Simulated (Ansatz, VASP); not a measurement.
## MgS in VASP and in Ansatz

Contents of INCAR:

```
PREC = Accurate ; ENCUT = 600
EDIFF = 1E-6 ; ISMEAR = 1
SIGMA = 0.0032 ; LREAL = F
LASPH = T ; NELM = 120
ALGO = Normal ; ISIF = 2
LWAVE = F ; LCHARG = F
GGA = PE ; NBANDS = 16
GGA_COMPAT = F
```

KPOINTS

```
Automatic mesh
0
Gamma
  6 6 2
```

File POSCAR:

```
MgS
1.0
    4.0346224068      0.0000000000      0.0000000000
   -2.0173112034      3.4940854990      0.0000000000
    0.0000000000      0.0000000000      6.4322941800
Mg S
2 2
Direct
    0.6666666667      0.3333333333      0.4957548500
    0.3333333333      0.6666666667      0.9957548500
    0.3333333333      0.6666666667      0.3792441500
    0.6666666667      0.3333333333      0.8792441500
```

Input for Ansatz:

```yaml
crystal:
  lattice:
    - [4.0346224068, 0.0, 0.0]
    - [-2.0173112034, 3.494085499, 0.0]
    - [0.0, 0.0, 6.43229418]
  atoms:
    - { symbol: Mg, position: [0.6666666667, 0.3333333333, 0.49575485] }
    - { symbol: Mg, position: [0.3333333333, 0.6666666667, 0.99575485] }
    - { symbol: S, position: [0.3333333333, 0.6666666667, 0.37924415] }
    - { symbol: S, position: [0.6666666667, 0.3333333333, 0.87924415] }
basis:
  ecutwfc: 420
kpoints:
  mp_grid: { grid: [6, 6, 2] }
hamiltonian:
  xc: pbe
scf:
  occupations: { method: cold, width: 0.0032 }
  mixing: { beta: 0.17 }
  initial_density: { chi_scale: 0, normalization: atom }
  max_iter: 55
output:
  forces: true
  stress: true
  eigenvalues: true
```

Alike in both runs: task single point; functional PBE; k mesh 6 × 6 × 2; no spin polarisation.

|  | VASP | Ansatz |
| --- | --- | --- |
| version | VASP 6.6.1 | Ansatz 0.2.0 |
| potentials or method | VASP PAW PBE potentials, release 64 (Mg, S), cutoff 600 eV | scalar-relativistic, plane waves, PAW |
| occupations | methfessel-paxton of order 1, width 0.0032 eV | cold, width 0.0032 eV |
| valence electrons in the cell | 16 | 32 |

Ansatz gave:

* gap on the k mesh at the Fermi level (eV): 3.44
* least direct gap on the mesh (eV): 3.44
* pressure (GPa): 1.1
* traceless stress, the component that is largest in VASP (GPa): -0.18
* rms of the force components (eV/Å): 0.028

Q: Estimate VASP's values.

A: gap on the k mesh at the Fermi level (eV): 3.43; least direct gap on the mesh (eV): 3.43; pressure (GPa): 0.9; traceless stress, the component that is largest in VASP (GPa): -0.17; rms of the force components (eV/Å): 0.028.

Atom by atom the forces differ by 0.001 eV/Å (rms over components). VASP's potentials hold 16 valence electrons a cell and Ansatz's 32, so a difference there can come from the potentials and not from the codes.

The k mesh is coarse, so the values compare programs but aren't converged.
